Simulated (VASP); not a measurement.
# SrB3Te (Pm-3m) in VASP: single point with PBE

Aim: the single point of SrB3Te with PBE.

All numbers are computed with VASP 6.6.1; they aren't measurements. Logs are shortened: lines on timing, memory, paths and dates and some standing lists are left out, and cuts for length are marked.

### 1 The cell of the first run

It takes space group Pm-3m (No. 221, cubic). Conventional cell: a = 4.295 Å, b = 4.295 Å, c = 4.295 Å, α = 90.00°, β = 90.00°, γ = 90.00°. Within 4.0 Å of Sr (site symmetry m-3m) lie 12 B at 3.04 Å and 8 Te at 3.72 Å. B (site symmetry 4/mmm) has 2 Te at 2.15 Å within 2.8 Å. Te (site symmetry m-3m) has 6 B at 2.15 Å within 2.8 Å.

### 2 Single point, PBE

INCAR

```
PREC = Accurate ; ENCUT = 500
EDIFF = 1E-6 ; ISMEAR = 0
SIGMA = 0.1 ; LREAL = F
LASPH = T ; NELM = 120
ALGO = Normal ; ISIF = 2
LWAVE = F ; LCHARG = F
GGA = PE ; NBANDS = 20
GGA_COMPAT = F
```

KPOINTS

```
regular mesh
0
Gamma
  4 4 4
```

POSCAR

```
SrB3Te
1.0
    4.2945270400      0.0000000000      0.0000000000
    0.0000000000      4.2945270400      0.0000000000
    0.0000000000      0.0000000000      4.2945270400
Sr B Te
1 3 1
Direct
    0.0000000000      0.0000000000      0.0000000000
    0.0000000000      0.5000000000      0.5000000000
    0.5000000000      0.0000000000      0.5000000000
    0.5000000000      0.5000000000      0.0000000000
    0.5000000000      0.5000000000      0.5000000000
```

Potentials or basis: VASP PAW PBE potentials, release 64 (Sr_sv, B, Te).

Run with:

```sh
cat potpaw_PBE.64/Sr_sv/POTCAR potpaw_PBE.64/B/POTCAR potpaw_PBE.64/Te/POTCAR > POTCAR
mpirun -np 1 vasp_std > vasp.out
```

OUTCAR:

```text
PREC = Accurate
   ENCUT = 500
   EDIFF = 1E-6
   ISMEAR = 0
   LREAL = F
   LASPH = T
   NELM = 120
   ISIF = 2
   GGA = PE

 ion  position               nearest neighbor table
   1  0.000  0.000  0.000-   2 3.04   3 3.04   4 3.04   2 3.04   3 3.04   2 3.04   4 3.04   2 3.04
                             3 3.04   4 3.04   3 3.04   4 3.04   5 3.72   5 3.72   5 3.72   5 3.72
   2  0.000  0.500  0.500-   5 2.15   5 2.15   1 3.04   1 3.04   1 3.04   1 3.04
   3  0.500  0.000  0.500-   5 2.15   5 2.15   1 3.04   1 3.04   1 3.04   1 3.04
   4  0.500  0.500  0.000-   5 2.15   5 2.15   1 3.04   1 3.04   1 3.04   1 3.04
   5  0.500  0.500  0.500-   2 2.15   3 2.15   4 2.15   4 2.15   3 2.15   2 2.15   1 3.72   1 3.72
                             1 3.72   1 3.72   1 3.72   1 3.72   1 3.72   1 3.72

  LATTYP: Found a simple cubic cell.
 ALAT       =     4.2945270400

  Lattice vectors:

 A1 = (   4.2945270400,   0.0000000000,   0.0000000000)
 A2 = (   0.0000000000,   4.2945270400,   0.0000000000)
 A3 = (   0.0000000000,   0.0000000000,   4.2945270400)

Analysis of symmetry for initial positions (statically):
=====================================================================
 Subroutine PRICEL returns:
 Original cell was already a primitive cell.

 Routine SETGRP: Setting up the symmetry group for a
 simple cubic supercell.

 Subroutine GETGRP returns: Found 48 space group operations
 (whereof 48 operations were pure point group operations)
 out of a pool of 48 trial point group operations.

The static configuration has the point symmetry O_h .

Analysis of symmetry for dynamics (positions and initial velocities):
=====================================================================
 Subroutine PRICEL returns:
 Original cell was already a primitive cell.

 Routine SETGRP: Setting up the symmetry group for a
 simple cubic supercell.

 Subroutine GETGRP returns: Found 48 space group operations
 (whereof 48 operations were pure point group operations)
 out of a pool of 48 trial point group operations.

The dynamic configuration has the point symmetry O_h .

 Subroutine INISYM returns: Found 48 space group operations
 (whereof 48 operations are pure point group operations),
 and found     1 'primitive' translations

----------------------------------------------------------------------------------------

                                     Primitive cell

  volume of cell :      79.2038

  direct lattice vectors                    reciprocal lattice vectors
     4.294527040  0.000000000  0.000000000     0.232854512  0.000000000  0.000000000
     0.000000000  4.294527040  0.000000000     0.000000000  0.232854512  0.000000000
     0.000000000  0.000000000  4.294527040     0.000000000  0.000000000  0.232854512

  length of vectors
     4.294527040  4.294527040  4.294527040     0.232854512  0.232854512  0.232854512

  position of ions in fractional coordinates (direct lattice)
     0.000000000  0.000000000  0.000000000
     0.000000000  0.500000000  0.500000000
     0.500000000  0.000000000  0.500000000
     0.500000000  0.500000000  0.000000000
     0.500000000  0.500000000  0.500000000

  ion indices of the primitive-cell ions
   primitive index   ion index
                 1           1
                 2           2
                 3           3
                 4           4
                 5           5

----------------------------------------------------------------------------------------

 KPOINTS: regular mesh

Automatic generation of k-mesh.
 Grid dimensions read from file:
 generate k-points for:    4    4    4

 Generating k-lattice:

  Cartesian coordinates                     Fractional coordinates (reciprocal lattice)
     0.058213628  0.000000000  0.000000000     0.250000000  0.000000000  0.000000000
     0.000000000  0.058213628  0.000000000     0.000000000  0.250000000  0.000000000
     0.000000000  0.000000000  0.058213628     0.000000000  0.000000000  0.250000000

  Length of vectors
     0.058213628  0.058213628  0.058213628

  Shift w.r.t. Gamma in fractional coordinates (k-lattice)
     0.000000000  0.000000000  0.000000000

 Subroutine IBZKPT returns following result:
 ===========================================

 Found     10 irreducible k-points:

 Following reciprocal coordinates:
            Coordinates               Weight
  0.000000  0.000000  0.000000      1.000000
  0.250000  0.000000  0.000000      6.000000
  0.500000  0.000000  0.000000      3.000000
  0.250000  0.250000  0.000000     12.000000
  0.500000  0.250000  0.000000     12.000000
  0.500000  0.500000  0.000000      3.000000
  0.250000  0.250000  0.250000      8.000000
  0.500000  0.250000  0.250000     12.000000
  0.500000  0.500000  0.250000      6.000000
  0.500000  0.500000  0.500000      1.000000
   k-points           NKPTS =     10   k-points in BZ     NKDIM =     10   number of bands    NBANDS=     20
   number of dos      NEDOS =    301   number of ions     NIONS =      5
   total plane-waves  NPLWV =  32768
   dimension x,y,z NGX =    32 NGY =   32 NGZ =   32
   dimension x,y,z NGXF=    64 NGYF=   64 NGZF=   64
   ions per type =               1   3   1
   NGX,Y,Z   is equivalent  to a cutoff of  12.39, 12.39, 12.39 a.u.
   NGXF,Y,Z  is equivalent  to a cutoff of  24.78, 24.78, 24.78 a.u.
 SYSTEM =  unknown system
   PREC   = accura    normal or accurate (medium, high low for compatibility)
   ISTART =      0    job   : 0-new  1-cont  2-samecut
   ICHARG =      2    charge: 1-file 2-atom 10-const
   ISPIN  =      1    spin polarized calculation?
   LNONCOLLINEAR =      F non collinear calculations
   LSORBIT =      F    spin-orbit coupling
   LASPH  =      T    aspherical Exc in radial PAW
   ENCUT  =  500.0 eV  36.75 Ry    6.06 a.u.   7.83  7.83  7.83*2*pi/ulx,y,z
   NELM   =    120;   NELMIN=  2; NELMDL= -5     # of ELM steps
   EDIFF  = 0.1E-05   stopping-criterion for ELM
   LREAL  =      F    real-space projection
   EDIFFG = 0.1E-04   stopping-criterion for IOM
   NSW    =      0    number of steps for IOM
   IBRION =     -1    ionic relax: 0-MD 1-quasi-New 2-CG
   NFREE  =      0    steps in history (QN), initial steepest desc. (CG)
   ISIF   =      2    stress and relaxation
   ISYM   =      2    0-nonsym 1-usesym 2-fastsym
   POTIM  = 0.5000    time-step for ionic-motion
   TEBEG  =    0.0;   TEEND  =   0.0 temperature during run
   PSTRESS=    0.0 pullay stress
   NELECT =      25.0000    total number of electrons
   NUPDOWN=      -1.0000    fix difference up-down
   EMIN   =  10.00;   EMAX   =-10.00  energy-range for DOS
   EFERMI =   0.00;   METHOD = LEGACY
   ISMEAR =     0;   SIGMA  =   0.10  broadening in eV -4-tet -1-fermi 0-gaus
   EFERMI_NEDOS =   21; number of points for ismear=-14 and -15
   IALGO  =     38    algorithm
   IMIX   =      4    mixing-type and parameters
     AMIX     =   0.40;   BMIX     =  1.00
     AMIX_MAG =   1.60;   BMIX_MAG =  1.00
  volume/ion in A,a.u.               =      15.84       106.90
  Fermi-wavevector in a.u.,A,eV,Ry     =   1.114652  2.106388 16.904561  1.242450
  Thomas-Fermi vector in A             =   2.251250
   LORBIT       =      0    0 simple, 1 ext, 2 COOP (PROOUT), +10 PAW based schemes
   GGA     = PE    functional components
   LHFCALC =     F    Hartree Fock is set to
   AEXX    =    0.0000 exact exchange contribution
   IVDW    =     0    specifies the selected vdW correction
   LEPSILON=     F    determine dielectric tensor
   LRPA    =     F    only Hartree local field effects (RPA)
 non-spin polarized calculation
 Gauss-broadening in eV      SIGMA  =   0.10
  energy-cutoff  :      500.00
  volume of cell :       79.20
 maximum number of plane-waves:      2040
 NGX is ok and might be reduce to    32
   NGX = 15   NGY = 15   NGZ = 15

 number of electron      25.0000000 magnetization

 Free energy of the ion-electron system (eV)
  ---------------------------------------------------
  ext. energy  EPLUGINS =         0.00000000
  ---------------------------------------------------
  free energy    TOTEN  =       -16.08817238 eV

  energy without entropy =      -16.06922774  energy(sigma->0) =      -16.07870006

 E-fermi :   6.0243     XC(G=0): -10.4156

 val. band max:        6.0096600920   @ k =   0.2500   0.0000   0.0000
 cond. band min:       6.1021069805   @ k =   0.5000   0.2500   0.0000
 fundamental gap:      0.0924468885
 Fermi energy:         6.0243095996

 k-point     1 :       0.0000    0.0000    0.0000
  band No.  band energies     occupation
      1     -28.4325      2.00000
      2     -10.5127      2.00000
      3     -10.5127      2.00000
      4     -10.5127      2.00000
      5      -9.0825      2.00000
      6      -0.6119      2.00000
[... 12 lines left out ...]
     19      10.1130      0.00000
     20      10.1139      0.00000

 k-point     2 :       0.2500    0.0000    0.0000
  band No.  band energies     occupation
      1     -28.4295      2.00000
      2     -10.7062      2.00000
      3     -10.4987      2.00000
      4     -10.4987      2.00000
      5      -8.7342      2.00000
      6      -2.3683      2.00000
[... 12 lines left out ...]
     19      10.8022      0.00000
     20      11.8763      0.00000

 k-point     3 :       0.5000    0.0000    0.0000
  band No.  band energies     occupation
      1     -28.4264      2.00000
      2     -10.8597      2.00000
      3     -10.4846      2.00000
      4     -10.4846      2.00000
      5      -8.3794      2.00000
      6      -3.4124      2.00000
[... 12 lines left out ...]
     19      10.9556      0.00000
     20      13.2446      0.00000

 k-point     4 :       0.2500    0.2500    0.0000
  band No.  band energies     occupation
      1     -28.4265      2.00000
      2     -10.6915      2.00000
      3     -10.5917      2.00000
      4     -10.4866      2.00000
      5      -8.5610      2.00000
      6      -2.2335      2.00000
[... 107 lines left out ...]
 k-point     9 :       0.5000    0.5000    0.2500
  band No.  band energies     occupation
      1     -28.4177      2.00000
      2     -10.6456      2.00000
      3     -10.6456      2.00000
      4     -10.5430      2.00000
      5      -8.2035      2.00000
      6      -2.7524      2.00000
[... 12 lines left out ...]
     19      11.1611      0.00000
     20      11.7312      0.00000

 k-point    10 :       0.5000    0.5000    0.5000
  band No.  band energies     occupation
      1     -28.4149      2.00000
      2     -10.6195      2.00000
      3     -10.6195      2.00000
      4     -10.6195      2.00000
      5      -7.9983      2.00000
      6      -2.7855      2.00000
[... 12 lines left out ...]
     19      10.8988      0.00000
     20      10.8988      0.00000

------------------------ aborting loop because EDIFF is reached ----------------------------------------

  FORCE on cell =-STRESS in cart. coord.  units (eV):
  Direction    XX          YY          ZZ          XY          YZ          ZX
  --------------------------------------------------------------------------------------
  -------------------------------------------------------------------------------------
  Total        8.7022849      8.7022849      8.7022849     -0.0000000      0.0000000      0.0000000
  in kB      176.0345250    176.0345250    176.0345250     -0.0000000      0.0000000      0.0000000
  external PRESSURE =     176.0345250 kB  Pullay stress =       0.0000000 kB

 VOLUME and BASIS-vectors are now :
 -----------------------------------------------------------------------------
  energy-cutoff  :      500.00
  volume of cell :       79.20
      direct lattice vectors                 reciprocal lattice vectors
     4.294527040  0.000000000  0.000000000     0.232854512  0.000000000  0.000000000
     0.000000000  4.294527040  0.000000000     0.000000000  0.232854512  0.000000000
     0.000000000  0.000000000  4.294527040     0.000000000  0.000000000  0.232854512

 POSITION                                       TOTAL-FORCE (eV/Angst)
 -----------------------------------------------------------------------------------
      0.00000      0.00000      0.00000         0.000000      0.000000      0.000000
      0.00000      2.14726      2.14726         0.000000      0.000000      0.000000
      2.14726      0.00000      2.14726         0.000000      0.000000      0.000000
      2.14726      2.14726      0.00000         0.000000      0.000000      0.000000
      2.14726      2.14726      2.14726         0.000000      0.000000      0.000000
 -----------------------------------------------------------------------------------
    total drift:                                0.000000     -0.000000     -0.000000

  FREE ENERGIE OF THE ION-ELECTRON SYSTEM (eV)
  ---------------------------------------------------
  free  energy   TOTEN  =       -16.0881723753 eV

  energy  without entropy=      -16.0692277407  energy(sigma->0) =      -16.07870006
```

It took 21 s on 1 thread of Intel Xeon 8259CL, shared host; peak memory 0.19 GiB.

What came out:

```yaml
Free_energy: -16.0882 eV
Pressure: 17.6 GPa
```

Caveat: the k points lie up to 0.37 Å⁻¹ apart; spin-orbit coupling is left out, which moves the levels of the heavy elements.
